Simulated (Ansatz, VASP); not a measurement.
# One calculation of SiC, two programs

Contents of INCAR:

```
  ALGO = Normal
  EDIFF = 1E-6
  ENCUT = 520
  GGA = PE
  ISIF = 2
  ISMEAR = 0
  LASPH = T
  LCHARG = F
  LREAL = F
  LWAVE = F
  NBANDS = 11
  NELM = 80
  PREC = Accurate
  SIGMA = 0.023
```

Contents of KPOINTS:

```
k-points
0
Gamma
  10 10 10
```

The input POSCAR:

```
SiC
1.0
    0.0000000000      2.1790000000      2.1790000000
    2.1790000000      0.0000000000      2.1790000000
    2.1790000000      2.1790000000      0.0000000000
Si C
1 1
Direct
    0.0000000000      0.0000000000      0.0000000000
    0.7500000000      0.7500000000      0.7500000000
```

File input.yaml:

```yaml
crystal:
  lattice:
    - [0.0, 2.179, 2.179]
    - [2.179, 0.0, 2.179]
    - [2.179, 2.179, 0.0]
  atoms:
    - { symbol: Si, position: [0.0, 0.0, 0.0] }
    - { symbol: C, position: [0.75, 0.75, 0.75] }
kpoints:
  mp_grid: { grid: [10, 10, 10] }
scf:
  occupations: { method: gaussian, width: 0.023 }
hamiltonian:
  xc: pbe
  pseudopotentials: { kind: all_electron, lapw: { basis_error: 0.001 } }
output:
  forces: true
  stress: true
  eigenvalues: true
```

Alike in both runs: task single point; functional PBE; k mesh 10 × 10 × 10; occupations gaussian, width 0.023 eV; no spin polarisation.

|  | VASP | Ansatz |
| --- | --- | --- |
| version | VASP 6.6.1 | Ansatz 0.2.0 |
| potentials or method | VASP PAW PBE potentials, release 64 (Si, C), cutoff 520 eV | all-electron LAPW, scalar-relativistic |

VASP gave:

* gap on the k mesh at the Fermi level (eV): 1.36
* least direct gap on the mesh (eV): 4.54
* pressure (GPa): 3.2

Question: Which values does Ansatz return?

Answer: gap on the k mesh at the Fermi level (eV): 1.36; least direct gap on the mesh (eV): 4.55; pressure (GPa): 3.3.

Ansatz ran all-electron here, and VASP with PAW potentials.
